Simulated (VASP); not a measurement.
# SiB4Mo (P4/mmm) in VASP: a series of runs

SiB4Mo is run at these levels: PBE; tasks: single point, relaxation of cell and atoms.

Everything below comes from runs of VASP 6.6.1. Logs are shortened: lines on timing, memory, paths and dates and some standing lists are left out, and cuts for length are marked.

### Step 1. The cell of the first run

It takes space group P4/mmm (No. 123, tetragonal). Conventional cell: a = 3.124 Å, b = 3.124 Å, c = 5.313 Å, α = 90.00°, β = 90.00°, γ = 90.00°. Within 2.8 Å of Si (site symmetry 4/mmm) lie 10 B at 2.09 to 2.28 Å. Within 1.5 Å of B (site symmetry 4mm) lie 1 B at 1.12 Å. B (site symmetry 4mm) has 1 B at 1.12 Å within 1.5 Å. Within 2.8 Å of Mo (site symmetry 4/mmm) lie 10 B at 2.10 to 2.28 Å.

The cell was generated, and may not be a known phase.

### Step 2. Single point, PBE

INCAR reads:

```
  ALGO = Normal
  EDIFF = 1E-6
  ENCUT = 520
  GGA = PE
  ISIF = 2
  ISMEAR = 0
  LASPH = True
  LCHARG = False
  LREAL = False
  LWAVE = False
  NBANDS = 24
  NELM = 80
  PREC = Accurate
  SIGMA = 0.1
```

KPOINTS reads:

```
k-points
0
Gamma
  6 6 4
```

POSCAR reads:

```
SiB4Mo
1.0
    3.1243632900      0.0000000000      0.0000000000
    0.0000000000      3.1243632900      0.0000000000
    0.0000000000      0.0000000000      5.3125598100
Si B Mo
1 4 1
Direct
    0.5000000000      0.5000000000      0.5000000000
    0.0000000000      0.0000000000      0.6053310000
    0.5000000000      0.5000000000      0.1056660000
    0.5000000000      0.5000000000      0.8943340000
    0.0000000000      0.0000000000      0.3946690000
    0.0000000000      0.0000000000      0.0000000000
```

Potentials or basis: VASP PAW PBE potentials, release 64 (Si, B, Mo_sv).

Command:

```console
cat potpaw_PBE.64/Si/POTCAR potpaw_PBE.64/B/POTCAR potpaw_PBE.64/Mo_sv/POTCAR > POTCAR
mpirun -np 1 vasp_std > vasp.out
```

OUTCAR:

```text
EDIFF = 1E-6
   ENCUT = 520
   GGA = PE
   ISIF = 2
   ISMEAR = 0
   LASPH = True
   LREAL = False
   NELM = 80
   PREC = Accurate

 ion  position               nearest neighbor table
   1  0.500  0.500  0.500-   3 2.09   4 2.09   2 2.28   5 2.28   2 2.28   5 2.28   2 2.28   5 2.28
                             2 2.28   5 2.28
   2  0.000  0.000  0.605-   5 1.12   6 2.10   1 2.28   1 2.28   1 2.28   1 2.28
   3  0.500  0.500  0.106-   4 1.12   1 2.09   6 2.28   6 2.28   6 2.28   6 2.28
   4  0.500  0.500  0.894-   3 1.12   1 2.09   6 2.28   6 2.28   6 2.28   6 2.28
   5  0.000  0.000  0.395-   2 1.12   6 2.10   1 2.28   1 2.28   1 2.28   1 2.28
   6  0.000  0.000  0.000-   2 2.10   5 2.10   4 2.28   3 2.28   3 2.28   4 2.28   3 2.28   4 2.28
                             3 2.28   4 2.28

  LATTYP: Found a simple tetragonal cell.
 ALAT       =     3.1243632900
 C/A-ratio  =     1.7003655839

  Lattice vectors:

 A1 = (   3.1243632900,   0.0000000000,   0.0000000000)
 A2 = (   0.0000000000,   3.1243632900,   0.0000000000)
 A3 = (   0.0000000000,   0.0000000000,   5.3125598100)

Analysis of symmetry for initial positions (statically):
=====================================================================
 Subroutine PRICEL returns:
 Original cell was already a primitive cell.

 Routine SETGRP: Setting up the symmetry group for a
 simple tetragonal supercell.

 Subroutine GETGRP returns: Found 16 space group operations
 (whereof 16 operations were pure point group operations)
 out of a pool of 16 trial point group operations.

The static configuration has the point symmetry D_4h.

Analysis of symmetry for dynamics (positions and initial velocities):
=====================================================================
 Subroutine PRICEL returns:
 Original cell was already a primitive cell.

 Routine SETGRP: Setting up the symmetry group for a
 simple tetragonal supercell.

 Subroutine GETGRP returns: Found 16 space group operations
 (whereof 16 operations were pure point group operations)
 out of a pool of 16 trial point group operations.

The dynamic configuration has the point symmetry D_4h.

 Subroutine INISYM returns: Found 16 space group operations
 (whereof 16 operations are pure point group operations),
 and found     1 'primitive' translations

----------------------------------------------------------------------------------------

                                     Primitive cell

  volume of cell :      51.8593

  direct lattice vectors                    reciprocal lattice vectors
     3.124363290  0.000000000  0.000000000     0.320065212  0.000000000  0.000000000
     0.000000000  3.124363290  0.000000000     0.000000000  0.320065212  0.000000000
     0.000000000  0.000000000  5.312559810     0.000000000  0.000000000  0.188233175

  length of vectors
     3.124363290  3.124363290  5.312559810     0.320065212  0.320065212  0.188233175

  position of ions in fractional coordinates (direct lattice)
     0.500000000  0.500000000  0.500000000
     0.000000000  0.000000000  0.605331000
     0.500000000  0.500000000  0.105666000
     0.500000000  0.500000000  0.894334000
     0.000000000  0.000000000  0.394669000
     0.000000000  0.000000000  0.000000000

  ion indices of the primitive-cell ions
   primitive index   ion index
                 1           1
                 2           2
                 3           3
                 4           4
                 5           5
                 6           6

----------------------------------------------------------------------------------------

 KPOINTS: k-points

Automatic generation of k-mesh.
 Grid dimensions read from file:
 generate k-points for:    6    6    4

 Generating k-lattice:

  Cartesian coordinates                     Fractional coordinates (reciprocal lattice)
     0.053344202  0.000000000  0.000000000     0.166666667  0.000000000  0.000000000
     0.000000000  0.053344202  0.000000000     0.000000000  0.166666667  0.000000000
     0.000000000  0.000000000  0.047058294     0.000000000  0.000000000  0.250000000

  Length of vectors
     0.053344202  0.053344202  0.047058294

  Shift w.r.t. Gamma in fractional coordinates (k-lattice)
     0.000000000  0.000000000  0.000000000

 Subroutine IBZKPT returns following result:
 ===========================================

 Found     30 irreducible k-points:

 Following reciprocal coordinates:
            Coordinates               Weight
  0.000000  0.000000  0.000000      1.000000
  0.166667  0.000000  0.000000      4.000000
  0.333333  0.000000  0.000000      4.000000
  0.500000  0.000000  0.000000      2.000000
  0.166667  0.166667  0.000000      4.000000
  0.333333  0.166667  0.000000      8.000000
[... 16 lines left out ...]
  0.333333  0.000000  0.500000      4.000000
  0.500000  0.000000  0.500000      2.000000
 [... further k-points ...]
   k-points           NKPTS =     30   k-points in BZ     NKDIM =     30   number of bands    NBANDS=     24
   number of dos      NEDOS =    301   number of ions     NIONS =      6
   total plane-waves  NPLWV =  23040
   dimension x,y,z NGX =    24 NGY =   24 NGZ =   40
   dimension x,y,z NGXF=    48 NGYF=   48 NGZF=   80
   ions per type =               1   4   1
   NGX,Y,Z   is equivalent  to a cutoff of  12.77, 12.77, 12.52 a.u.
   NGXF,Y,Z  is equivalent  to a cutoff of  25.54, 25.54, 25.03 a.u.
 SYSTEM =  unknown system
   PREC   = accura    normal or accurate (medium, high low for compatibility)
   ISTART =      0    job   : 0-new  1-cont  2-samecut
   ICHARG =      2    charge: 1-file 2-atom 10-const
   ISPIN  =      1    spin polarized calculation?
   LNONCOLLINEAR =      F non collinear calculations
   LSORBIT =      F    spin-orbit coupling
   LASPH  =      T    aspherical Exc in radial PAW
   ENCUT  =  520.0 eV  38.22 Ry    6.18 a.u.   5.81  5.81  9.88*2*pi/ulx,y,z
   NELM   =     80;   NELMIN=  2; NELMDL= -5     # of ELM steps
   EDIFF  = 0.1E-05   stopping-criterion for ELM
   LREAL  =      F    real-space projection
   EDIFFG = 0.1E-04   stopping-criterion for IOM
   NSW    =      0    number of steps for IOM
   IBRION =     -1    ionic relax: 0-MD 1-quasi-New 2-CG
   NFREE  =      0    steps in history (QN), initial steepest desc. (CG)
   ISIF   =      2    stress and relaxation
   ISYM   =      2    0-nonsym 1-usesym 2-fastsym
   POTIM  = 0.5000    time-step for ionic-motion
   TEBEG  =    0.0;   TEEND  =   0.0 temperature during run
   PSTRESS=    0.0 pullay stress
   NELECT =      30.0000    total number of electrons
   NUPDOWN=      -1.0000    fix difference up-down
   EMIN   =  10.00;   EMAX   =-10.00  energy-range for DOS
   EFERMI =   0.00;   METHOD = LEGACY
   ISMEAR =     0;   SIGMA  =   0.10  broadening in eV -4-tet -1-fermi 0-gaus
   EFERMI_NEDOS =   21; number of points for ismear=-14 and -15
   IALGO  =     38    algorithm
   IMIX   =      4    mixing-type and parameters
     AMIX     =   0.40;   BMIX     =  1.00
     AMIX_MAG =   1.60;   BMIX_MAG =  1.00
  volume/ion in A,a.u.               =       8.64        58.33
  Fermi-wavevector in a.u.,A,eV,Ry     =   1.364079  2.577736 25.316529  1.860712
  Thomas-Fermi vector in A             =   2.490426
   LORBIT       =      0    0 simple, 1 ext, 2 COOP (PROOUT), +10 PAW based schemes
   GGA     = PE    functional components
   LHFCALC =     F    Hartree Fock is set to
   AEXX    =    0.0000 exact exchange contribution
   IVDW    =     0    specifies the selected vdW correction
   LEPSILON=     F    determine dielectric tensor
   LRPA    =     F    only Hartree local field effects (RPA)
 non-spin polarized calculation
 Gauss-broadening in eV      SIGMA  =   0.10
  energy-cutoff  :      520.00
  volume of cell :       51.86
 maximum number of plane-waves:      1440
 NGX is ok and might be reduce to    24
   NGX = 11   NGY = 11   NGZ = 19

 number of electron      30.0000001 magnetization

 Free energy of the ion-electron system (eV)
  ---------------------------------------------------
  ext. energy  EPLUGINS =         0.00000000
  ---------------------------------------------------
  free energy    TOTEN  =       -28.40456104 eV

  energy without entropy =      -28.38057870  energy(sigma->0) =      -28.39256987

 E-fermi :   9.9288     XC(G=0): -12.5534

 val. band max:        9.9275358957   @ k =   0.0000   0.0000   0.2500
 cond. band min:       9.9640532165   @ k =   0.0000   0.0000   0.0000
 fundamental gap:      0.0365173208
 Fermi energy:         9.9287617923

 k-point     1 :       0.0000    0.0000    0.0000
  band No.  band energies     occupation
      1     -51.0765      2.00000
      2     -25.2981      2.00000
      3     -25.2981      2.00000
      4     -24.9591      2.00000
      5      -4.5802      2.00000
      6      -1.6162      2.00000
[... 16 lines left out ...]
     23      17.5759      0.00000
     24      17.7212      0.00000

 k-point     2 :       0.1667    0.0000    0.0000
  band No.  band energies     occupation
      1     -51.0701      2.00000
      2     -25.3832      2.00000
      3     -25.2865      2.00000
      4     -24.9503      2.00000
      5      -4.2025      2.00000
      6      -1.2214      2.00000
[... 16 lines left out ...]
     23      17.4764      0.00000
     24      17.6127      0.00000

 k-point     3 :       0.3333    0.0000    0.0000
  band No.  band energies     occupation
      1     -51.0574      2.00000
      2     -25.5502      2.00000
      3     -25.2634      2.00000
      4     -24.9327      2.00000
      5      -3.1046      2.00000
      6      -0.3124      2.00000
[... 16 lines left out ...]
     23      16.8328      0.00000
     24      18.8316      0.00000
[... 514 lines left out ...]
 k-point    23 :       0.3333    0.0000    0.5000
  band No.  band energies     occupation
      1     -51.0574      2.00000
      2     -25.5500      2.00000
      3     -25.2633      2.00000
      4     -24.9337      2.00000
      5      -2.7642      2.00000
      6      -0.9677      2.00000
[... 16 lines left out ...]
     23      17.6110      0.00000
     24      18.0821      0.00000

 k-point    24 :       0.5000    0.0000    0.5000
  band No.  band energies     occupation
      1     -51.0510      2.00000
      2     -25.6318      2.00000
      3     -25.2517      2.00000
      4     -24.9247      2.00000
      5      -1.1319      2.00000
      6      -1.1297      2.00000
[... 16 lines left out ...]
     23      17.4287      0.00000
     24      17.5338      0.00000

 [... further k-points ...]

------------------------ aborting loop because EDIFF is reached ----------------------------------------

  FORCE on cell =-STRESS in cart. coord.  units (eV):
  Direction    XX          YY          ZZ          XY          YZ          ZX
  --------------------------------------------------------------------------------------
  -------------------------------------------------------------------------------------
  Total        1.1619960      1.1619960     83.9185355      0.0000000     -0.0000000      0.0000000
  in kB       35.8994951     35.8994951   2592.6362761      0.0000000     -0.0000000      0.0000000
  external PRESSURE =     888.1450888 kB  Pullay stress =       0.0000000 kB

 VOLUME and BASIS-vectors are now :
 -----------------------------------------------------------------------------
  energy-cutoff  :      520.00
  volume of cell :       51.86
      direct lattice vectors                 reciprocal lattice vectors
     3.124363290  0.000000000  0.000000000     0.320065212  0.000000000  0.000000000
     0.000000000  3.124363290  0.000000000     0.000000000  0.320065212  0.000000000
     0.000000000  0.000000000  5.312559810     0.000000000  0.000000000  0.188233175

 POSITION                                       TOTAL-FORCE (eV/Angst)
 -----------------------------------------------------------------------------------
      1.56218      1.56218      2.65628        -0.000000     -0.000000      0.000000
      0.00000      0.00000      3.21586        -0.000000     -0.000000     31.376426
      1.56218      1.56218      0.56136        -0.000000     -0.000000     34.864122
      1.56218      1.56218      4.75120         0.000000      0.000000    -34.864122
      0.00000      0.00000      2.09670        -0.000000     -0.000000    -31.376426
      0.00000      0.00000      0.00000        -0.000000     -0.000000      0.000000
 -----------------------------------------------------------------------------------
    total drift:                                0.000000     -0.000000      0.000000

  FREE ENERGIE OF THE ION-ELECTRON SYSTEM (eV)
  ---------------------------------------------------
  free  energy   TOTEN  =       -28.4045610449 eV

  energy  without entropy=      -28.3805786959  energy(sigma->0) =      -28.39256987
```

Run time: 13 s. Hardware: 1 thread of Intel Xeon 6975P-C (Granite Rapids), shared host; peak memory 0.18 GiB.

Results:

```yaml
Free_energy: -28.4046 eV
Pressure: 88.8 GPa
Largest_force: 34.864 eV/Å
Band_gap_on_the_k_mesh: zero (bands 15 and 16 overlap by 2.34 eV)
```

Forces in eV/Å, atoms in the order of the input:
```
Si    0.000   0.000   0.000
B     0.000   0.000  31.376
B     0.000   0.000  34.864
B     0.000   0.000 -34.864
B     0.000   0.000 -31.376
Mo    0.000   0.000   0.000
```

Stress tensor (GPa, compression positive):
```
  3.59   0.00   0.00
  0.00   3.59   0.00
  0.00   0.00 259.26
```

Caveat: atoms lie so close that the PAW spheres overlap strongly, which falsifies energies and pressures; the stress differs along the axes, from 4 to 259 GPa; forces of over 1 eV/Å act on the atoms, so gaps and moduli don't describe the material at rest.

### Step 3. Single point, PBE

This run uses another cell than the first one, of 9.28 Å³/atom.

INCAR reads:

```
  PREC = Accurate
  ENCUT = 520
  EDIFF = 1E-6
  ISMEAR = 0
  SIGMA = 0.1
  LREAL = F
  LASPH = T
  NELM = 60
  ALGO = Normal
  ISIF = 2
  LWAVE = F
  LCHARG = F
  GGA = PE
  NBANDS = 24
```

KPOINTS reads:

```
Automatic mesh
0
Gamma
  6 6 4
```

POSCAR reads:

```
SiB4Mo
1.0
    3.0383659973      0.0000000000      0.0000000000
    0.0000000000      3.0383659973      0.0000000000
    0.0000000000      0.0000000000      6.0346582931
Si B Mo
1 4 1
Direct
    0.5000000000      0.5000000000      0.5000000000
    0.0000000000      0.0000000000      0.6336673628
    0.5000000000      0.5000000000      0.1527081565
    0.5000000000      0.5000000000      0.8472918435
    0.0000000000      0.0000000000      0.3663326372
    0.0000000000      0.0000000000      0.0000000000
```

Potentials or basis: VASP PAW PBE potentials, release 64 (Si, B, Mo_sv).

Command:

```console
cat potpaw_PBE.64/Si/POTCAR potpaw_PBE.64/B/POTCAR potpaw_PBE.64/Mo_sv/POTCAR > POTCAR
mpirun -np 1 vasp_std > vasp.out
```

It took 14 s on 1 thread of Intel Xeon 6975P-C (Granite Rapids), shared host; peak memory 0.18 GiB.

Results (log left out):

* Free energy: -40.3866 eV
* Pressure: 0.2 GPa
* Largest force: 0.019 eV/Å
* Band gap on the k mesh: zero (bands 15 and 16 overlap by 3.39 eV)

Forces in eV/Å, atoms in the order of the input:
```
Si   0.000  0.000  0.000
B    0.000  0.000  0.011
B    0.000  0.000  0.019
B    0.000  0.000 -0.019
B    0.000  0.000 -0.011
Mo   0.000  0.000  0.000
```

Levels at points of the mesh, in eV from the Fermi level:
| k point | band 11 | band 12 | band 13 | band 14 | band 15 | band 16 | band 17 | band 18 | band 19 | band 20 |
| --- | --- | --- | --- | --- | --- | --- | --- | --- | --- | --- |
| (0.00, 0.00, 0.00) | -2.75 | -1.54 | -1.54 | -0.96 | 1.15 | 1.70 | 1.89 | 1.89 | 2.98 | 4.09 |
| (0.50, 0.00, 0.00) | -3.39 | -3.37 | -0.79 | -0.34 | 0.32 | 0.36 | 2.86 | 3.60 | 3.76 | 4.24 |
| (0.50, 0.50, 0.00) | -5.13 | -5.07 | -3.25 | -1.94 | -1.66 | -1.66 | 2.11 | 2.11 | 3.16 | 3.70 |
| (0.00, 0.00, 0.50) | -3.06 | -0.34 | 0.09 | 0.09 | 0.39 | 0.39 | 0.67 | 1.15 | 3.42 | 3.81 |
| (0.50, 0.00, 0.50) | -4.10 | -3.36 | -2.84 | -1.03 | 1.70 | 1.75 | 2.32 | 2.63 | 4.59 | 5.04 |
| (0.50, 0.50, 0.50) | -4.00 | -4.00 | -3.76 | -2.85 | -2.85 | 0.03 | 1.16 | 2.40 | 2.40 | 3.16 |

[end of part 1 of 3]

The gap in the log of VASP goes by the Fermi energy; the results here count the filled bands.